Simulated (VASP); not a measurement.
# Si2O in VASP: density of states with PBE

Aim: the density of states of Si2O with PBE.

Everything below comes from runs of VASP 6.6.1. Logs are shortened: lines on timing, memory, paths and dates and some standing lists are left out, and cuts for length are marked.

## Step 1: The cell of the first run

The typed cell holds 3 atoms: a = 3.371 Å, b = 3.371 Å, c = 3.850 Å, α = 90.00°, β = 90.00°, γ = 120.00°.

## Step 2: Density of states, PBE

POSCAR reads:

```
Si2O
1.0
    3.3713770000      0.0000000000      0.0000000000
   -1.6856880000      2.9197000000      0.0000000000
    0.0000000000      0.0000000000      3.8500360000
O Si
1 2
Direct
    0.0000000000      0.0000000000      0.0000000000
    0.3333000000      0.6667000000      0.5000000000
    0.6666000000      0.3333000000      0.5000000000
```

INCAR.step1 reads:

```
SYSTEM = Si2O
PREC = Accurate
ENCUT = 520
EDIFF = 1E-7
ISMEAR = 1
SIGMA = 0.0159
LREAL = .False.
LASPH = .True.
NELM = 80
ALGO = Normal
ISIF = 2
LWAVE = .False.
LCHARG = .True.
GGA = PE
NBANDS = 14
```

KPOINTS.step1 reads:

```
regular mesh
0
Gamma
  9 9 7
  0 0 0
```

INCAR.step2 reads:

```
SYSTEM = Si2O
PREC = Accurate
ENCUT = 520
EDIFF = 1E-7
ISMEAR = -5
SIGMA = 0.0159
LREAL = .False.
LASPH = .True.
NELM = 80
ALGO = Normal
ISIF = 2
LWAVE = .False.
LCHARG = .False.
GGA = PE
LORBIT = 10
NBANDS = 14
NEDOS = 2001
ICHARG = 11
```

KPOINTS.step2 reads:

```
regular mesh
0
Gamma
  14 14 11
  0 0 0
```

Potentials or basis: VASP PAW PBE potentials, release 64 (O, Si).

Run with:

```bash
$ cat potpaw_PBE.64/O/POTCAR potpaw_PBE.64/Si/POTCAR > POTCAR
$ cp INCAR.step1 INCAR
$ cp KPOINTS.step1 KPOINTS
$ mpirun -np 1 vasp_std > vasp.out
$ cp INCAR.step2 INCAR
$ cp KPOINTS.step2 KPOINTS
$ mpirun -np 1 vasp_std > vasp.out
```

OUTCAR:

```text
SYSTEM = Si2O
   PREC = Accurate
   ENCUT = 520
   EDIFF = 1E-7
   ISMEAR = -5
   LREAL = .False.
   LASPH = .True.
   NELM = 80
   ISIF = 2
   GGA = PE
   LORBIT = 10
   ICHARG = 11

 ion  position               nearest neighbor table
   1  0.000  0.000  0.000-
   2  0.333  0.667  0.500-   3 1.95   3 1.95   3 1.95
   3  0.667  0.333  0.500-   2 1.95   2 1.95   2 1.95

  LATTYP: Found a hexagonal cell.
 ALAT       =     3.3713770000
 C/A-ratio  =     1.1419772989

  Lattice vectors:

 A1 = (   3.3713770000,   0.0000000000,   0.0000000000)
 A2 = (  -1.6856880000,   2.9197000000,   0.0000000000)
 A3 = (   0.0000000000,   0.0000000000,   3.8500360000)

Analysis of symmetry for initial positions (statically):
=====================================================================
 Subroutine PRICEL returns:
 Original cell was already a primitive cell.

 Routine SETGRP: Setting up the symmetry group for a
 hexagonal supercell.

 Subroutine GETGRP returns: Found  4 space group operations
 (whereof  4 operations were pure point group operations)
 out of a pool of 24 trial point group operations.

The static configuration has the point symmetry C_2v.

Analysis of symmetry for dynamics (positions and initial velocities):
=====================================================================
 Subroutine PRICEL returns:
 Original cell was already a primitive cell.

 Routine SETGRP: Setting up the symmetry group for a
 hexagonal supercell.

 Subroutine GETGRP returns: Found  4 space group operations
 (whereof  4 operations were pure point group operations)
 out of a pool of 24 trial point group operations.

The dynamic configuration has the point symmetry C_2v.

 Subroutine INISYM returns: Found  4 space group operations
 (whereof  4 operations are pure point group operations),
 and found     1 'primitive' translations

----------------------------------------------------------------------------------------

                                     Primitive cell

  volume of cell :      37.8975

  direct lattice vectors                    reciprocal lattice vectors
     3.371377000  0.000000000  0.000000000     0.296614707  0.171250420  0.000000000
    -1.685688000  2.919700000  0.000000000     0.000000000  0.342500942  0.000000000
     0.000000000  0.000000000  3.850036000     0.000000000  0.000000000  0.259737831

  length of vectors
     3.371377000  3.371378371  3.850036000     0.342501081  0.342500942  0.259737831

  position of ions in fractional coordinates (direct lattice)
     0.000000000  0.000000000  0.000000000
     0.333300000  0.666700000  0.500000000
     0.666600000  0.333300000  0.500000000

  ion indices of the primitive-cell ions
   primitive index   ion index
                 1           1
                 2           2
                 3           3

----------------------------------------------------------------------------------------

 KPOINTS: regular mesh

Automatic generation of k-mesh.
 Grid dimensions read from file:
 generate k-points for:   14   14   11

 Generating k-lattice:

  Cartesian coordinates                     Fractional coordinates (reciprocal lattice)
     0.021186765  0.012232173  0.000000000     0.071428571  0.000000000  0.000000000
     0.000000000  0.024464353  0.000000000     0.000000000  0.071428571  0.000000000
     0.000000000  0.000000000  0.023612530     0.000000000  0.000000000  0.090909091

  Length of vectors
     0.024464363  0.024464353  0.023612530

  Shift w.r.t. Gamma in fractional coordinates (k-lattice)
     0.000000000  0.000000000  0.000000000

 TETIRR: Found   5271 inequivalent tetrahedra from    12936

 Subroutine IBZKPT returns following result:
 ===========================================

 Found    342 irreducible k-points:

 Following reciprocal coordinates:
            Coordinates               Weight
  0.000000  0.000000  0.000000      1.000000
  0.071429  0.000000  0.000000      4.000000
  0.000000  0.071429  0.000000      2.000000
  0.142857  0.000000  0.000000      4.000000
  0.000000  0.142857  0.000000      2.000000
  0.214286  0.000000  0.000000      4.000000
[... 16 lines left out ...]
 -0.285714  0.214286  0.000000      4.000000
  0.285714  0.071429  0.000000      4.000000
 [... further k-points ...]
   k-points           NKPTS =    342   k-points in BZ     NKDIM =    342   number of bands    NBANDS=     14
   number of dos      NEDOS =   2001   number of ions     NIONS =      3
   total plane-waves  NPLWV =  23520
   dimension x,y,z NGX =    28 NGY =   28 NGZ =   30
   dimension x,y,z NGXF=    56 NGYF=   56 NGZF=   60
   ions per type =               1   2
   NGX,Y,Z   is equivalent  to a cutoff of  13.81, 13.81, 12.95 a.u.
   NGXF,Y,Z  is equivalent  to a cutoff of  27.61, 27.61, 25.91 a.u.
 SYSTEM =  Si2O
   PREC   = accura    normal or accurate (medium, high low for compatibility)
   ISTART =      0    job   : 0-new  1-cont  2-samecut
   ICHARG =     11    charge: 1-file 2-atom 10-const
   ISPIN  =      1    spin polarized calculation?
   LNONCOLLINEAR =      F non collinear calculations
   LSORBIT =      F    spin-orbit coupling
   LASPH  =      T    aspherical Exc in radial PAW
   ENCUT  =  520.0 eV  38.22 Ry    6.18 a.u.   6.27  6.27  7.16*2*pi/ulx,y,z
   NELM   =     80;   NELMIN=  2; NELMDL=  0     # of ELM steps
   EDIFF  = 0.1E-06   stopping-criterion for ELM
   LREAL  =      F    real-space projection
   EDIFFG = 0.1E-05   stopping-criterion for IOM
   NSW    =      0    number of steps for IOM
   IBRION =     -1    ionic relax: 0-MD 1-quasi-New 2-CG
   NFREE  =      0    steps in history (QN), initial steepest desc. (CG)
   ISIF   =      2    stress and relaxation
   ISYM   =      2    0-nonsym 1-usesym 2-fastsym
   POTIM  = 0.5000    time-step for ionic-motion
   TEBEG  =    0.0;   TEEND  =   0.0 temperature during run
   PSTRESS=    0.0 pullay stress
   NELECT =      14.0000    total number of electrons
   NUPDOWN=      -1.0000    fix difference up-down
   EMIN   =  10.00;   EMAX   =-10.00  energy-range for DOS
   EFERMI =   0.00;   METHOD = LEGACY
   ISMEAR =    -5;   SIGMA  =   0.02  broadening in eV -4-tet -1-fermi 0-gaus
   EFERMI_NEDOS =   21; number of points for ismear=-14 and -15
   IALGO  =     38    algorithm
   IMIX   =      4    mixing-type and parameters
     AMIX     =   0.40;   BMIX     =  1.00
     AMIX_MAG =   1.60;   BMIX_MAG =  1.00
  volume/ion in A,a.u.               =      12.63        85.25
  Fermi-wavevector in a.u.,A,eV,Ry     =   1.174665  2.219795 18.773837  1.379838
  Thomas-Fermi vector in A             =   2.311058
   LORBIT       =     10    0 simple, 1 ext, 2 COOP (PROOUT), +10 PAW based schemes
   GGA     = PE    functional components
   LHFCALC =     F    Hartree Fock is set to
   AEXX    =    0.0000 exact exchange contribution
   IVDW    =     0    specifies the selected vdW correction
   LEPSILON=     F    determine dielectric tensor
   LRPA    =     F    only Hartree local field effects (RPA)
 non-spin polarized calculation
 Fermi weights with tetrahedron method with Bloechl corrections
  energy-cutoff  :      520.00
  volume of cell :       37.90
 maximum number of plane-waves:      1037
 NGX is ok and might be reduce to    28

 number of electron      13.9999999 magnetization

 Free energy of the ion-electron system (eV)
  ---------------------------------------------------
  ext. energy  EPLUGINS =         0.00000000
  ---------------------------------------------------
  free energy    TOTEN  =       -11.45082724 eV

  energy without entropy =      -11.45082724  energy(sigma->0) =      -11.45082724

 E-fermi :   6.8731     XC(G=0): -10.7698

 val. band max:        6.9147679850   @ k =   0.2857   0.2143   0.4545
 cond. band min:       6.9342072630   @ k =  -0.0714   0.2143   0.4545
 fundamental gap:      0.0194392779
 Fermi energy:         6.8731112755

 k-point     1 :       0.0000    0.0000    0.0000
  band No.  band energies     occupation
      1     -10.4322      2.00000
      2      -4.5830      2.00000
      3       2.1666      2.00000
      4       5.2421      2.00000
      5       5.2425      2.00000
      6       6.1723      2.00000
      7       6.1741      2.00000
      8       9.1475      0.00000
      9      11.6349      0.00000
     10      11.7943      0.00000
     11      11.7958      0.00000
     12      13.0468      0.00000
     13      18.2137      0.00000
     14      18.2176      0.00000

 k-point     2 :       0.0714    0.0000    0.0000
  band No.  band energies     occupation
      1     -10.3995      2.00000
      2      -4.5436      2.00000
      3       2.2306      2.00000
      4       4.8729      2.00000
      5       4.9981      2.00000
      6       6.0946      2.00000
      7       6.3500      2.00000
      8       9.0999      0.00000
      9      11.4378      0.00000
     10      11.9967      0.00000
     11      12.0732      0.00000
     12      13.3747      0.00000
     13      16.7918      0.00000
     14      17.9766      0.00000

 k-point     3 :       0.0000    0.0714    0.0000
  band No.  band energies     occupation
      1     -10.3995      2.00000
      2      -4.5436      2.00000
      3       2.2306      2.00000
      4       4.8728      2.00000
      5       4.9980      2.00000
      6       6.0938      2.00000
      7       6.3510      2.00000
      8       9.0999      0.00000
      9      11.4384      0.00000
     10      11.9956      0.00000
     11      12.0736      0.00000
     12      13.3747      0.00000
     13      16.7909      0.00000
     14      17.9780      0.00000
[... 324 lines left out ...]
 k-point    23 :      -0.2857    0.2143    0.0000
  band No.  band energies     occupation
      1     -10.0699      2.00000
      2      -4.0672      2.00000
      3       2.1920      2.00000
      4       2.9573      2.00000
      5       3.6488      2.00000
      6       5.7664      2.00000
      7       6.6953      2.00708
      8       8.5344      0.00000
      9      10.4868      0.00000
     10      13.0767      0.00000
     11      13.4478      0.00000
     12      14.0863      0.00000
     13      16.2933      0.00000
     14      16.6356      0.00000

 k-point    24 :       0.2857    0.0714    0.0000
  band No.  band energies     occupation
      1      -9.9137      2.00000
      2      -3.7544      2.00000
      3       1.0946      2.00000
      4       3.3468      2.00000
      5       3.3853      2.00000
      6       5.5676      2.00000
      7       6.7387      2.05990
      8       8.1595      0.00000
      9       9.9979      0.00000
     10      12.0979      0.00000
     11      14.4802      0.00000
     12      15.1250      0.00000
     13      16.2454      0.00000
     14      17.1463      0.00000

 [... further k-points ...]
[... 5 lines left out ...]
  --------------------------------------------------------------------------------------
  -------------------------------------------------------------------------------------
  Total       22.6384946     22.6634722     -3.2764482      0.0000039      0.0000000      0.0000000
  in kB      957.0789977    958.1349656   -138.5171523      0.0001641      0.0000000      0.0000000
  external PRESSURE =     592.2322704 kB  Pullay stress =       0.0000000 kB

 VOLUME and BASIS-vectors are now :
 -----------------------------------------------------------------------------
  energy-cutoff  :      520.00
  volume of cell :       37.90
      direct lattice vectors                 reciprocal lattice vectors
     3.371377000  0.000000000  0.000000000     0.296614707  0.171250420  0.000000000
    -1.685688000  2.919700000  0.000000000     0.000000000  0.342500942  0.000000000
     0.000000000  0.000000000  3.850036000     0.000000000  0.000000000  0.259737831

 POSITION                                       TOTAL-FORCE (eV/Angst)
 -----------------------------------------------------------------------------------
      0.00000      0.00000      0.00000         0.000529      0.000000      0.000000
     -0.00017      1.94656      1.92502        -0.000264     -0.010321      0.000000
      1.68552      0.97314      1.92502        -0.000264      0.010321      0.000000
 -----------------------------------------------------------------------------------
    total drift:                               -0.000001     -0.000000     -0.000000

  FREE ENERGIE OF THE ION-ELECTRON SYSTEM (eV)
  ---------------------------------------------------
  free  energy   TOTEN  =       -11.4508272407 eV

  energy  without entropy=      -11.4508272407  energy(sigma->0) =      -11.45082724

 total charge

# of ion       s       p       d       tot
------------------------------------------
    1        1.604   3.179   0.000   4.783
    2        0.876   1.166   0.000   2.042
    3        0.876   1.166   0.000   2.042
--------------------------------------------------
tot          3.356   5.511   0.000   8.867
```

Run time: 2.1 min. Hardware: 1 thread of Intel Xeon Platinum 8375C at 2.90GHz (Ice Lake), shared host; peak memory 0.26 GiB.

What came out:

* Valence electrons inside the program's atomic spheres: O 4.78; Si 2.04

Caveat: tetrahedron occupations give inexact forces and stress in metals.
